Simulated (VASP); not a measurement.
Input of a VASP 6.6.1 run:

File INCAR:

```
SYSTEM = Au
PREC     = Accurate       ! precision mode
ENCUT    = 520            ! plane-wave cutoff, eV
EDIFF    = 1E-6           ! SCF threshold, eV
ISMEAR   = -1             ! smearing method
SIGMA    = 0.05           ! smearing width, eV
LREAL    = .False.        ! projectors in reciprocal space
LASPH    = .True.         ! aspherical terms in the spheres
NELM     = 80             ! most SCF steps
ALGO     = Normal         ! electronic algorithm
ISIF     = 2              ! what is computed and relaxed
LWAVE    = .False.        ! write WAVECAR
LCHARG   = .False.        ! write CHGCAR
GGA      = PS             ! functional
NBANDS   = 18             ! bands
```

File KPOINTS:

```
regular mesh
0
Gamma
  8 8 5
  0 0 0
```

The input POSCAR:

```
Au
1.0
    2.8154890579      0.0000000000      0.0000000000
   -0.0129553469      2.8201795887      0.0000000000
   -1.1378916452     -1.1854109603      5.0224943140
Au
2
Direct
    0.6728620000      0.6659620000      0.2740550000
    0.3271380000      0.3340380000      0.7259450000
```

Potentials or basis: VASP PAW PBE potentials, release 64 (Au).

Run with:

```console
$ cat potpaw_PBE.64/Au/POTCAR > POTCAR
$ mpirun -np 1 vasp_std > vasp.out
```

Q: What does it give for the band gap on the k mesh?

A: Zero (bands 11 and 12 overlap by 5.04 eV).

Q: Estimate the pressure.

A: -10.2 GPa.

Q: What does it give for the largest force?

A: 0.089 eV/Å.

Stress tensor (GPa, compression positive):
```
-10.11   0.02   0.29
  0.02 -10.33   0.12
  0.29   0.12 -10.09
```

Caveat: the cell stands under tension; the PAW data sets were made with another functional, which shifts forces and pressure a little; spin-orbit coupling is left out, which moves the levels of the heavy elements.
